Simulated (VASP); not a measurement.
# KBr (Fm-3m) in VASP: further runs

KBr is run at these levels: PBE, PBE+D4; tasks: single point.

All numbers are computed with VASP 6.6.1; they aren't measurements. Logs are shortened: lines on timing, memory, paths and dates and some standing lists are left out, and cuts for length are marked.

### 1 The cell of the first run

It takes space group Fm-3m (No. 225, cubic). The conventional cell has a = 6.600 Å, b = 6.600 Å, c = 6.600 Å, α = 90.00°, β = 90.00°, γ = 90.00°. Within 4.3 Å of Br (site symmetry m-3m) lie 6 K at 3.30 Å. Within 4.3 Å of K (site symmetry m-3m) lie 6 Br at 3.30 Å.

### 2 Single point, PBE

INCAR reads:

```
SYSTEM = KBr
ALGO = Normal
EDIFF = 1E-6
ENCUT = 520
GGA = PE
ISIF = 2
ISMEAR = -1
LASPH = .TRUE.
LCHARG = .FALSE.
LREAL = .FALSE.
LWAVE = .FALSE.
NBANDS = 15
NELM = 60
PREC = Accurate
SIGMA = 0.04
```

KPOINTS reads:

```
k-points
0
G
  4 4 4
  0 0 0
```

POSCAR reads:

```
KBr
1.0
    0.0000000000      3.3000000000      3.3000000000
    3.3000000000      0.0000000000      3.3000000000
    3.3000000000      3.3000000000      0.0000000000
Br K
1 1
Direct
    0.5000000000      0.5000000000      0.5000000000
    0.0000000000      0.0000000000      0.0000000000
```

Potentials or basis: VASP PAW PBE potentials, release 64 (Br, K_sv).

Run with:

```
$ cat potpaw_PBE.64/Br/POTCAR potpaw_PBE.64/K_sv/POTCAR > POTCAR
$ mpirun -np 1 vasp_std > vasp.out
```

OUTCAR:

```text
SYSTEM = KBr
   EDIFF = 1E-6
   ENCUT = 520
   GGA = PE
   ISIF = 2
   ISMEAR = -1
   LASPH = .TRUE.
   LREAL = .FALSE.
   NELM = 60
   PREC = Accurate

 ion  position               nearest neighbor table
   1  0.500  0.500  0.500-   2 3.30   2 3.30   2 3.30   2 3.30   2 3.30   2 3.30
   2  0.000  0.000  0.000-   1 3.30   1 3.30   1 3.30   1 3.30   1 3.30   1 3.30

  LATTYP: Found a face centered cubic cell.
 ALAT       =     6.6000000000

  Lattice vectors:

 A1 = (   0.0000000000,   3.3000000000,   3.3000000000)
 A2 = (   3.3000000000,   0.0000000000,   3.3000000000)
 A3 = (   3.3000000000,   3.3000000000,   0.0000000000)

Analysis of symmetry for initial positions (statically):
=====================================================================
 Subroutine PRICEL returns:
 Original cell was already a primitive cell.

 Routine SETGRP: Setting up the symmetry group for a
 face centered cubic supercell.

 Subroutine GETGRP returns: Found 48 space group operations
 (whereof 48 operations were pure point group operations)
 out of a pool of 48 trial point group operations.

The static configuration has the point symmetry O_h .

Analysis of symmetry for dynamics (positions and initial velocities):
=====================================================================
 Subroutine PRICEL returns:
 Original cell was already a primitive cell.

 Routine SETGRP: Setting up the symmetry group for a
 face centered cubic supercell.

 Subroutine GETGRP returns: Found 48 space group operations
 (whereof 48 operations were pure point group operations)
 out of a pool of 48 trial point group operations.

The dynamic configuration has the point symmetry O_h .

 Subroutine INISYM returns: Found 48 space group operations
 (whereof 48 operations are pure point group operations),
 and found     1 'primitive' translations

----------------------------------------------------------------------------------------

                                     Primitive cell

  volume of cell :      71.8740

  direct lattice vectors                    reciprocal lattice vectors
     0.000000000  3.300000000  3.300000000    -0.151515152  0.151515152  0.151515152
     3.300000000  0.000000000  3.300000000     0.151515152 -0.151515152  0.151515152
     3.300000000  3.300000000  0.000000000     0.151515152  0.151515152 -0.151515152

  length of vectors
     4.666904756  4.666904756  4.666904756     0.262431941  0.262431941  0.262431941

  position of ions in fractional coordinates (direct lattice)
     0.500000000  0.500000000  0.500000000
     0.000000000  0.000000000  0.000000000

  ion indices of the primitive-cell ions
   primitive index   ion index
                 1           1
                 2           2

----------------------------------------------------------------------------------------

 KPOINTS: k-points

Automatic generation of k-mesh.
 Grid dimensions read from file:
 generate k-points for:    4    4    4

 Generating k-lattice:

  Cartesian coordinates                     Fractional coordinates (reciprocal lattice)
    -0.037878788  0.037878788  0.037878788     0.250000000  0.000000000  0.000000000
     0.037878788 -0.037878788  0.037878788     0.000000000  0.250000000  0.000000000
     0.037878788  0.037878788 -0.037878788     0.000000000  0.000000000  0.250000000

  Length of vectors
     0.065607985  0.065607985  0.065607985

  Shift w.r.t. Gamma in fractional coordinates (k-lattice)
     0.000000000  0.000000000  0.000000000

 Subroutine IBZKPT returns following result:
 ===========================================

 Found      8 irreducible k-points:

 Following reciprocal coordinates:
            Coordinates               Weight
  0.000000  0.000000  0.000000      1.000000
  0.250000  0.000000  0.000000      8.000000
  0.500000  0.000000  0.000000      4.000000
  0.250000  0.250000  0.000000      6.000000
  0.500000  0.250000  0.000000     24.000000
 -0.250000  0.250000  0.000000     12.000000
  0.500000  0.500000  0.000000      3.000000
 -0.250000  0.500000  0.250000      6.000000
   k-points           NKPTS =      8   k-points in BZ     NKDIM =      8   number of bands    NBANDS=     15
   number of dos      NEDOS =    301   number of ions     NIONS =      2
   total plane-waves  NPLWV =  46656
   dimension x,y,z NGX =    36 NGY =   36 NGZ =   36
   dimension x,y,z NGXF=    72 NGYF=   72 NGZF=   72
   ions per type =               1   1
   NGX,Y,Z   is equivalent  to a cutoff of  12.82, 12.82, 12.82 a.u.
   NGXF,Y,Z  is equivalent  to a cutoff of  25.65, 25.65, 25.65 a.u.
 SYSTEM =  KBr
   PREC   = accura    normal or accurate (medium, high low for compatibility)
   ISTART =      0    job   : 0-new  1-cont  2-samecut
   ICHARG =      2    charge: 1-file 2-atom 10-const
   ISPIN  =      1    spin polarized calculation?
   LNONCOLLINEAR =      F non collinear calculations
   LSORBIT =      F    spin-orbit coupling
   LASPH  =      T    aspherical Exc in radial PAW
   ENCUT  =  520.0 eV  38.22 Ry    6.18 a.u.   8.68  8.68  8.68*2*pi/ulx,y,z
   NELM   =     60;   NELMIN=  2; NELMDL= -5     # of ELM steps
   EDIFF  = 0.1E-05   stopping-criterion for ELM
   LREAL  =      F    real-space projection
   EDIFFG = 0.1E-04   stopping-criterion for IOM
   NSW    =      0    number of steps for IOM
   IBRION =     -1    ionic relax: 0-MD 1-quasi-New 2-CG
   NFREE  =      0    steps in history (QN), initial steepest desc. (CG)
   ISIF   =      2    stress and relaxation
   ISYM   =      2    0-nonsym 1-usesym 2-fastsym
   POTIM  = 0.5000    time-step for ionic-motion
   TEBEG  =    0.0;   TEEND  =   0.0 temperature during run
   PSTRESS=    0.0 pullay stress
   NELECT =      16.0000    total number of electrons
   NUPDOWN=      -1.0000    fix difference up-down
   EMIN   =  10.00;   EMAX   =-10.00  energy-range for DOS
   EFERMI =   0.00;   METHOD = LEGACY
   ISMEAR =    -1;   SIGMA  =   0.04  broadening in eV -4-tet -1-fermi 0-gaus
   EFERMI_NEDOS =   21; number of points for ismear=-14 and -15
   IALGO  =     38    algorithm
   IMIX   =      4    mixing-type and parameters
     AMIX     =   0.40;   BMIX     =  1.00
     AMIX_MAG =   1.60;   BMIX_MAG =  1.00
  volume/ion in A,a.u.               =      35.94       242.51
  Fermi-wavevector in a.u.,A,eV,Ry     =   0.992181  1.874950 13.393889  0.984423
  Thomas-Fermi vector in A             =   2.123975
   LORBIT       =      0    0 simple, 1 ext, 2 COOP (PROOUT), +10 PAW based schemes
   GGA     = PE    functional components
   LHFCALC =     F    Hartree Fock is set to
   AEXX    =    0.0000 exact exchange contribution
   IVDW    =     0    specifies the selected vdW correction
   LEPSILON=     F    determine dielectric tensor
   LRPA    =     F    only Hartree local field effects (RPA)
 non-spin polarized calculation
  energy-cutoff  :      520.00
  volume of cell :       71.87
 maximum number of plane-waves:      1964
 NGX is ok and might be reduce to    36
   NGX = 17   NGY = 17   NGZ = 17

 number of electron      15.9999997 magnetization

 Free energy of the ion-electron system (eV)
  ---------------------------------------------------
  ext. energy  EPLUGINS =         0.00000000
  ---------------------------------------------------
  free energy    TOTEN  =        -6.21463858 eV

  energy without entropy =       -6.21463858  energy(sigma->0) =       -6.21463858

 E-fermi :  -0.8678     XC(G=0):  -7.3703

 val. band max:       -1.7399428697   @ k =   0.0000   0.0000   0.0000
 cond. band min:       2.6936834831   @ k =   0.0000   0.0000   0.0000
 fundamental gap:      4.4336263527
 Fermi energy:        -0.8677628539

 k-point     1 :       0.0000    0.0000    0.0000
  band No.  band energies     occupation
      1     -29.5219      2.00000
      2     -14.0320      2.00000
      3     -12.9992      2.00000
      4     -12.9992      2.00000
      5     -12.9992      2.00000
      6      -1.7399      2.00000
      7      -1.7399      2.00000
      8      -1.7399      2.00000
      9       2.6937      0.00000
     10       5.8637      0.00000
     11       5.8637      0.00000
     12       5.8637      0.00000
     13       6.6868      0.00000
     14       6.6868      0.00000
     15       9.8623      0.00000

 k-point     2 :       0.2500    0.0000    0.0000
  band No.  band energies     occupation
      1     -29.5191      2.00000
      2     -14.1293      2.00000
      3     -13.0020      2.00000
      4     -13.0020      2.00000
      5     -12.8666      2.00000
      6      -2.4112      2.00000
      7      -1.9131      2.00000
      8      -1.9131      2.00000
      9       3.9461      0.00000
     10       5.7474      0.00000
     11       6.5665      0.00000
     12       6.5665      0.00000
     13       7.4578      0.00000
     14       7.4578      0.00000
     15      10.4776      0.00000

 k-point     3 :       0.5000    0.0000    0.0000
  band No.  band energies     occupation
      1     -29.5163      2.00000
      2     -14.2099      2.00000
      3     -13.0048      2.00000
      4     -13.0048      2.00000
      5     -12.7497      2.00000
      6      -2.9185      2.00000
      7      -2.0727      2.00000
      8      -2.0727      2.00000
      9       4.8504      0.00000
     10       6.4950      0.00000
     11       8.0227      0.00000
     12       8.0227      0.00000
     13       8.3354      0.00000
     14       8.3354      0.00000
     15       9.1942      0.00000

 k-point     4 :       0.2500    0.2500    0.0000
  band No.  band energies     occupation
      1     -29.5182      2.00000
      2     -14.0793      2.00000
      3     -13.0171      2.00000
      4     -13.0171      2.00000
      5     -12.9121      2.00000
      6      -2.4461      2.00000
      7      -1.9020      2.00000
      8      -1.9020      2.00000
      9       4.1596      0.00000
     10       4.7906      0.00000
     11       7.1054      0.00000
     12       7.3115      0.00000
     13       7.3115      0.00000
     14       7.8786      0.00000
     15       9.9569      0.00000

 k-point     5 :       0.5000    0.2500    0.0000
  band No.  band energies     occupation
      1     -29.5155      2.00000
      2     -14.0893      2.00000
      3     -13.0391      2.00000
      4     -13.0200      2.00000
      5     -12.8836      2.00000
      6      -2.6245      2.00000
      7      -2.2024      2.00000
      8      -2.0494      2.00000
      9       4.9148      0.00000
     10       5.8311      0.00000
     11       7.2090      0.00000
     12       7.9079      0.00000
     13       8.0071      0.00000
     14       8.4757      0.00000
     15       9.1829      0.00000

 k-point     6 :      -0.2500    0.2500    0.0000
  band No.  band energies     occupation
      1     -29.5164      2.00000
      2     -14.1374      2.00000
      3     -13.0395      2.00000
      4     -13.0050      2.00000
      5     -12.8239      2.00000
      6      -2.6544      2.00000
      7      -2.1427      2.00000
      8      -2.0607      2.00000
      9       5.1508      0.00000
     10       5.7250      0.00000
     11       7.0865      0.00000
     12       7.2013      0.00000
     13       7.8881      0.00000
     14       8.9390      0.00000
     15       9.2535      0.00000

 k-point     7 :       0.5000    0.5000    0.0000
  band No.  band energies     occupation
      1     -29.5147      2.00000
      2     -13.9339      2.00000
      3     -13.0896      2.00000
      4     -13.0352      2.00000
      5     -13.0352      2.00000
      6      -2.5533      2.00000
      7      -2.0255      2.00000
      8      -2.0255      2.00000
      9       4.1246      0.00000
     10       5.4585      0.00000
     11       7.6266      0.00000
     12       7.7693      0.00000
     13       7.9325      0.00000
     14       9.0336      0.00000
     15       9.0336      0.00000

 k-point     8 :      -0.2500    0.5000    0.2500
  band No.  band energies     occupation
      1     -29.5146      2.00000
      2     -14.0310      2.00000
      3     -13.0622      2.00000
      4     -13.0622      2.00000
      5     -12.9028      2.00000
      6      -2.3272      2.00000
      7      -2.3272      2.00000
      8      -2.2766      2.00000
      9       5.6467      0.00000
     10       5.6467      0.00000
     11       6.5178      0.00000
     12       7.2628      0.00000
     13       8.9561      0.00000
     14       9.0583      0.00000
     15       9.2835      0.00000

------------------------ aborting loop because EDIFF is reached ----------------------------------------

  FORCE on cell =-STRESS in cart. coord.  units (eV):
  Direction    XX          YY          ZZ          XY          YZ          ZX
  --------------------------------------------------------------------------------------
  -------------------------------------------------------------------------------------
  Total        0.3408257      0.3408257      0.3408257      0.0000000      0.0000000     -0.0000000
  in kB        7.5975059      7.5975059      7.5975059      0.0000000      0.0000000     -0.0000000
  external PRESSURE =       7.5975059 kB  Pullay stress =       0.0000000 kB

 VOLUME and BASIS-vectors are now :
 -----------------------------------------------------------------------------
  energy-cutoff  :      520.00
  volume of cell :       71.87
      direct lattice vectors                 reciprocal lattice vectors
     0.000000000  3.300000000  3.300000000    -0.151515152  0.151515152  0.151515152
     3.300000000  0.000000000  3.300000000     0.151515152 -0.151515152  0.151515152
     3.300000000  3.300000000  0.000000000     0.151515152  0.151515152 -0.151515152

 POSITION                                       TOTAL-FORCE (eV/Angst)
 -----------------------------------------------------------------------------------
      3.30000      3.30000      3.30000         0.000000     -0.000000     -0.000000
      0.00000      0.00000      0.00000        -0.000000      0.000000      0.000000
 -----------------------------------------------------------------------------------
    total drift:                                0.000000      0.000000      0.000000

  FREE ENERGIE OF THE ION-ELECTRON SYSTEM (eV)
  ---------------------------------------------------
  free  energy   TOTEN  =        -6.2146385798 eV

  energy  without entropy=       -6.2146385797  energy(sigma->0) =       -6.21463858
```

Wall time 23 s (1 thread of Intel Xeon 8259CL, shared host); peak memory 0.2 GiB.

What came out:

* Free energy: -6.2146 eV
* Pressure: 0.8 GPa
* Band gap on the k mesh: 4.43 eV

### 3 Single point, PBE

INCAR reads:

```
SYSTEM = KBr
PREC     = Accurate       ! precision mode
ENCUT    = 520            ! plane-wave cutoff, eV
EDIFF    = 1E-6           ! SCF threshold, eV
ISMEAR   = 0              ! smearing method
SIGMA    = 0.03           ! smearing width, eV
LREAL    = .FALSE.        ! projectors in reciprocal space
LASPH    = .TRUE.         ! aspherical terms in the spheres
NELM     = 80             ! most SCF steps
ALGO     = Normal         ! electronic algorithm
ISIF     = 2              ! what is computed and relaxed
LWAVE    = .FALSE.        ! write WAVECAR
LCHARG   = .FALSE.        ! write CHGCAR
GGA      = PE             ! functional
NBANDS   = 15             ! bands
```

KPOINTS reads:

```
Automatic mesh
0
G
  7 7 7
  0 0 0
```

POSCAR is that of step 2.

Potentials or basis: VASP PAW PBE potentials, release 64 (Br, K_sv).

Run with:

```
$ cat potpaw_PBE.64/Br/POTCAR potpaw_PBE.64/K_sv/POTCAR > POTCAR
$ mpirun -np 1 vasp_std > vasp.out
```

Run time: 36 s. Hardware: 1 thread of Intel Xeon 8259CL, shared host; peak memory 0.21 GiB.

Results (log left out):

```yaml
Free_energy: -6.2151 eV
Pressure: 0.8 GPa
Band_gap_on_the_k_mesh: 4.43 eV
```

Levels at points of the mesh, in eV from the valence-band top:
```
           k point  band 5  band 6  band 7  band 8  band 9  band 10  band 11  band 12
(0.00, 0.00, 0.00)  -11.26    0.00    0.00    0.00    4.43     7.60     7.60     7.60
```

Caveat: an odd mesh through Γ misses points on the zone boundary, where band edges can lie. As with any semilocal functional, this PBE gap is likely too small.

### 4 Single point, PBE

INCAR reads:

```
PREC = Accurate ; ENCUT = 520
EDIFF = 1E-7 ; ISMEAR = 0
SIGMA = 0.011 ; LREAL = F
LASPH = T ; NELM = 100
ALGO = Normal ; ISIF = 2
LWAVE = F ; LCHARG = T
GGA = PE ; LELF = T
LVHAR = T ; NBANDS = 15
```

KPOINTS reads:

```
Automatic mesh
0
Gamma
  7 7 7
```

POSCAR is that of step 3.

Run with:

```
$ cat potpaw_PBE.64/Br/POTCAR potpaw_PBE.64/K_sv/POTCAR > POTCAR
$ mpirun -np 1 vasp_std > vasp.out
```

Wall time 44 s (1 thread of Intel Xeon 8259CL, shared host); peak memory 0.21 GiB.

Results (log left out):

```yaml
Free_energy: -6.2151 eV
Pressure: 0.8 GPa
Band_gap_on_the_k_mesh: 4.43 eV
```

Levels at points of the mesh, in eV from the valence-band top:
```tsv
k point	band 6	band 7	band 8	band 9	band 10	band 11
(0.00, 0.00, 0.00)	0.00	0.00	0.00	4.43	7.60	7.60
```

Caveat: an odd mesh through Γ misses points on the zone boundary, where band edges can lie. PBE gaps usually lie below the measured ones, often by a third to a half.

### 5 Single point, PBE+D4

This run uses another cell than the first one, of 36.03 Å³/atom.

INCAR reads:

```
SYSTEM = KBr
PREC = Accurate
ENCUT = 520
EDIFF = 1E-6
ISMEAR = -1
SIGMA = 0.05
LREAL = .FALSE.
LASPH = .TRUE.
NELM = 100
ALGO = Normal
ISIF = 2
LWAVE = .FALSE.
LCHARG = .FALSE.
GGA = PE
IVDW = 13
NBANDS = 15
```

KPOINTS reads:

```
regular mesh
0
G
  7 7 7
  0 0 0
```

POSCAR reads:

```
KBr
1.0
    0.0000000000      3.3028542855      3.3028542855
    3.3028542855      0.0000000000      3.3028542855
    3.3028542855      3.3028542855      0.0000000000
Br K
1 1
Direct
    0.5000000000      0.5000000000      0.5000000000
    0.0000000000      0.0000000000      0.0000000000
```

Run with:

```
$ cat potpaw_PBE.64/Br/POTCAR potpaw_PBE.64/K_sv/POTCAR > POTCAR
$ mpirun -np 1 vasp_std > vasp.out
```

It took 40 s on 1 thread of Intel Xeon 8259CL, shared host; peak memory 0.21 GiB.

The run converged. Its results:

```
Free energy                : -6.4588 eV
Pressure                   : 0.1 GPa
Band gap on the k mesh     : 4.43 eV
Dispersion energy per atom : -0.121 eV
```

Levels at points of the mesh, in eV from the valence-band top:
| k point | band 5 | band 6 | band 7 | band 8 | band 9 | band 10 | band 11 | band 12 |
| --- | --- | --- | --- | --- | --- | --- | --- | --- |
| (0.00, 0.00, 0.00) | -11.26 | 0.00 | 0.00 | 0.00 | 4.43 | 7.60 | 7.60 | 7.60 |

Caveat: an odd mesh through Γ misses points on the zone boundary, where band edges can lie.

### 6 Overview

```csv
level,cell,k mesh,smearing,gap on the mesh (eV),pressure (GPa)
PBE,"a = 4.667 Å, angles 60.0°, 2 atoms",4 × 4 × 4,fermi-dirac 0.04 eV,4.43,0.8
PBE,"a = 4.667 Å, angles 60.0°, 2 atoms",7 × 7 × 7,gaussian 0.03 eV,4.43,0.8
PBE,"a = 4.667 Å, angles 60.0°, 2 atoms",7 × 7 × 7,gaussian 0.011 eV,4.43,0.8
PBE+D4,"a = 4.671 Å, angles 60.0°, 2 atoms",7 × 7 × 7,fermi-dirac 0.05 eV,4.43,0.1
```

Alike in all rows: task single point; potentials or basis VASP PAW PBE potentials, release 64 (Br, K_sv); no spin polarisation; cutoff (eV) 520.

Caveats: an odd mesh through Γ misses points on the zone boundary, where band edges can lie (at least some runs).

Total energies depend on the potentials used, so only differences within one code and one set of settings carry meaning.
